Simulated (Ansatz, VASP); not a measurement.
## HfO2: VASP beside Ansatz

File POSCAR:

```
HfO2
1.0
    0.0000000000      2.5293298899      2.5293298899
    2.5293298899      0.0000000000      2.5293298899
    2.5293298899      2.5293298899      0.0000000000
Hf O
1 2
Direct
    0.0000000000      0.0000000000      0.0000000000
    0.2500000000      0.2500000000      0.2500000000
    0.7500000000      0.7500000000      0.7500000000
```

INCAR.step1

```
ALGO = Normal
EDIFF = 1E-4
ENCUT = 520
GGA = PE
ISMEAR = -1
LASPH = T
LCHARG = F
LREAL = F
LWAVE = T
NBANDS = 18
NELM = 60
PREC = Accurate
SIGMA = 0.1
```

File INCAR.step2:

```
ALGO = Normal
EDIFF = 1E-7
ENCUT = 520
ISIF = 2
ISMEAR = -1
ISTART = 1
LASPH = T
LCHARG = F
LMIXTAU = T
LREAL = F
LWAVE = F
METAGGA = R2SCAN
NBANDS = 18
NELM = 60
PREC = Accurate
SIGMA = 0.1
```

Contents of KPOINTS:

```
k-points
0
Gamma
  11 11 11
```

Input for Ansatz:

```yaml
crystal:
  lattice:
    - [0.0, 2.5293298899, 2.5293298899]
    - [2.5293298899, 0.0, 2.5293298899]
    - [2.5293298899, 2.5293298899, 0.0]
  atoms:
    - { symbol: Hf, position: [0.0, 0.0, 0.0] }
    - { symbol: O, position: [0.25, 0.25, 0.25] }
    - { symbol: O, position: [0.75, 0.75, 0.75] }
kpoints:
  mp_grid: { grid: [11, 11, 11] }
  band_path:
    path:
      - [0.0, 0.0, 0.0]
      - [0.5, 0.0, 0.5]
      - [0.625, 0.25, 0.625]
      - [0.375, 0.375, 0.75]
      - [0.0, 0.0, 0.0]
      - [0.5, 0.5, 0.5]
      - [0.5, 0.25, 0.75]
      - [0.5, 0.0, 0.5]
    npoints: 8
scf:
  occupations: { method: fermi_dirac, width: 0.1 }
hamiltonian:
  xc: r2scan
  pseudopotentials: { kind: paw }
output:
  forces: true
  stress: true
  eigenvalues: true
  populations: true
  dos: { projected: true, de: 0.2, e_range: [-14, 8] }
  write_density: true
  write_potential: true
  elf: true
  volumetric_format: npy
```

Change from the starting cell: volume scaled by 1, PAW files.

Alike in both runs: task single point; functional r2SCAN; k mesh 11 × 11 × 11; occupations fermi-dirac, width 0.1 eV; no spin polarisation.

```csv
,VASP,Ansatz
version,VASP 6.6.1,Ansatz 0.2.0
potentials or method,"VASP PAW PBE potentials, release 64 (Hf_pv, O)","PAW with Ansatz's default frozen-core files, scalar-relativistic"
plane-wave cutoff (eV),520,500
valence electrons in the cell,22,38
```

VASP gave:

| Item | Value |
| --- | --- |
| gap on the k mesh at the Fermi level (eV) | 4.39 |
| pressure (GPa) | -4.0 |

Problem. What did Ansatz give for the same quantities?

Solution. gap on the k mesh at the Fermi level (eV): 4.38; pressure (GPa): 0.0.

VASP's potentials were made for PBE, not for r2SCAN. VASP's potentials hold 22 valence electrons a cell and Ansatz's 38, so a difference there can come from the potentials and not from the codes.

Spin-orbit coupling is off throughout.
